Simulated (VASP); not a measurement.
Input of a VASP 6.6.1 run:

Contents of INCAR:

```
SYSTEM = SiC
ALGO     = Normal         ! electronic algorithm
EDIFF    = 1E-7           ! SCF threshold, eV
EDIFFG   = -0.002         ! ionic threshold
ENCUT    = 520            ! plane-wave cutoff, eV
GGA      = PS             ! functional
GGA_COMPAT= .False.      
IBRION   = 2              ! ionic algorithm
ISIF     = 2              ! what is computed and relaxed
ISMEAR   = 0              ! smearing method
LASPH    = .True.         ! aspherical terms in the spheres
LCHARG   = .False.        ! write CHGCAR
LREAL    = .False.        ! projectors in reciprocal space
LWAVE    = .False.        ! write WAVECAR
NELM     = 120            ! most SCF steps
NELMIN   = 4            
NSW      = 60             ! ionic steps
PREC     = Accurate       ! precision mode
SIGMA    = 0.02           ! smearing width, eV
```

Contents of KPOINTS:

```
k-points
0
Gamma
  10 10 10
  0 0 0
```

Contents of POSCAR:

```
SiC
1.0
   -0.0106404829      2.1673135415      2.1899509567
    2.1673135415     -0.0106404829      2.1899509567
    2.1566730586      2.1566730586      0.0000000000
Si C
1 1
Direct
   -0.0001606929     -0.0001606929      0.0001606929
    0.2501606929      0.2501606929      0.2498393071
```

Potentials or basis: VASP PAW PBE potentials, release 64 (Si, C).

Command:

```console
$ cat potpaw_PBE.64/Si/POTCAR potpaw_PBE.64/C/POTCAR > POTCAR
$ mpirun -np 1 vasp_std > vasp.out
```

Q: Estimate the energy gained by relaxing.

A: 0.0 meV/atom.

Q: What does it give for the band gap on the k mesh?

A: 1.12 eV (least direct gap 4.34 eV).

Stress tensor (GPa, compression positive):
```
 2.36  2.45  0.00
 2.45  2.36  0.00
 0.00  0.00 -0.34
```

Caveat: the cell differs from its parent crystal (strained cell); the PAW data sets were made with another functional, which shifts forces and pressure a little. A k mesh can miss the band edges.
